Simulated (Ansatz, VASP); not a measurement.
# Two plane-wave programs on MgF2

INCAR

```
SYSTEM = MgF2
PREC = Accurate
ENCUT = 600
EDIFF = 1E-6
ISMEAR = -1
SIGMA = 0.02
LREAL = .False.
LASPH = .True.
NELM = 120
ALGO = Normal
ISIF = 2
LWAVE = .False.
LCHARG = .False.
GGA = PE
NBANDS = 25
GGA_COMPAT = .False.
```

The input KPOINTS:

```
Automatic mesh
0
Gamma
  6 6 8
  0 0 0
```

Contents of POSCAR:

```
MgF2
1.0
    4.4300909277      0.0000000000      0.0000000000
    0.0000000000      4.4302757781      0.0000000000
    0.0000000000      0.0000000000      3.1380425291
Mg F
2 4
Direct
    0.5000000000      0.5000000000      0.5000000000
    0.0000000000      0.0000000000      0.0000000000
    0.8044752292      0.1954432007      0.5000000000
    0.1955247708      0.8045567993      0.5000000000
    0.3044752292      0.3045567993      0.0000000000
    0.6955247708      0.6954432007      0.0000000000
```

Input for Ansatz:

```yaml
crystal:
  lattice:
    - [4.4300909277, 0.0, 0.0]
    - [0.0, 4.4302757781, 0.0]
    - [0.0, 0.0, 3.1380425291]
  atoms:
    - { symbol: Mg, position: [0.5, 0.5, 0.5] }
    - { symbol: Mg, position: [0.0, 0.0, 0.0] }
    - { symbol: F, position: [0.8044752292, 0.1954432007, 0.5] }
    - { symbol: F, position: [0.1955247708, 0.8045567993, 0.5] }
    - { symbol: F, position: [0.3044752292, 0.3045567993, 0.0] }
    - { symbol: F, position: [0.6955247708, 0.6954432007, 0.0] }
kpoints:
  mp_grid: { grid: [6, 6, 8] }
  band_path:
    path:
      - [0.0, 0.0, 0.0]
      - [0.0, 0.5000104313, 0.0]
      - [0.4999895687, 0.5000104313, 0.0]
      - [0.0, 0.0, 0.5]
      - [0.0, 0.5000104313, 0.5]
      - [0.4999895687, 0.5000104313, 0.5]
    npoints: 1
hamiltonian:
  xc: pbe
scf:
  occupations: { method: fermi_dirac, width: 0.02 }
  n_extra_bands: 5
output:
  forces: true
  stress: true
  eigenvalues: true
```

Change from the starting cell: epitaxial_xy strain -4.2%.

Alike in both runs: task single point; functional PBE; k mesh 6 × 6 × 8; occupations fermi-dirac, width 0.02 eV; no spin polarisation.

```csv
,VASP,Ansatz
version,VASP 6.6.1,Ansatz 0.2.0
potentials or method,"VASP PAW PBE potentials, release 64 (Mg, F)","plane waves, PAW"
plane-wave cutoff (eV),600,420
valence electrons in the cell,32,48
```

Ansatz gave:

```
gap on the k mesh at the Fermi level (eV)                     : 7.44
pressure (GPa)                                                : 11.5
traceless stress, the component that is largest in VASP (GPa) : -5.63
```

Question: Estimate VASP's values.

Answer: gap on the k mesh at the Fermi level (eV): 7.40; pressure (GPa): 10.4; traceless stress, the component that is largest in VASP (GPa): -5.81.

With one functional, cell and mesh, what is left measures potentials, basis and numerics. VASP's potentials hold 32 valence electrons a cell and Ansatz's 48, so a difference there can come from the potentials and not from the codes.
